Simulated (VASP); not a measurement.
MgS, 2 atoms in the cell. The structure is cubic, space group F-43m (No. 216). The conventional cell has a = 5.531 Å, b = 5.531 Å, c = 5.531 Å, α = 90.00°, β = 90.00°, γ = 90.00°. Within 3.2 Å of Mg (site symmetry -43m) lie 4 S at 2.40 Å. Within 3.2 Å of S (site symmetry -43m) lie 4 Mg at 2.40 Å.  This cell differs from its parent crystal: strained.

```yaml
Program: VASP 6.6.1
Task: single point
Functional: PBE
Potentials_or_basis: VASP PAW PBE potentials, release 64 (Mg, S)
Cutoff: 520 eV
k_mesh: 8 × 8 × 8
Occupations: gaussian, width 0.02 eV
Spin: no spin polarisation
Dipole_correction: no
Further_INCAR_settings: ALGO = Normal; EDIFF = 1e-06; NBANDS = 11
```

Potentials or basis: VASP PAW PBE potentials, release 64 (Mg, S).

The run is started by

```console
$ cat potpaw_PBE.64/Mg/POTCAR potpaw_PBE.64/S/POTCAR > POTCAR
$ mpirun -np 1 vasp_std > vasp.out
```

Hardware: 1 thread of Intel(R) Xeon(R) Platinum 8375C CPU @ 2.90GHz (Ice Lake), with other jobs on the host.

Problem. How long does it take, and how much memory?

Solution. Run time: 14 s on 1 thread of Intel(R) Xeon(R) Platinum 8375C CPU @ 2.90GHz (Ice Lake) (shared host), peak memory 0.16 GiB. Counts: scf iterations 13, k points 29.
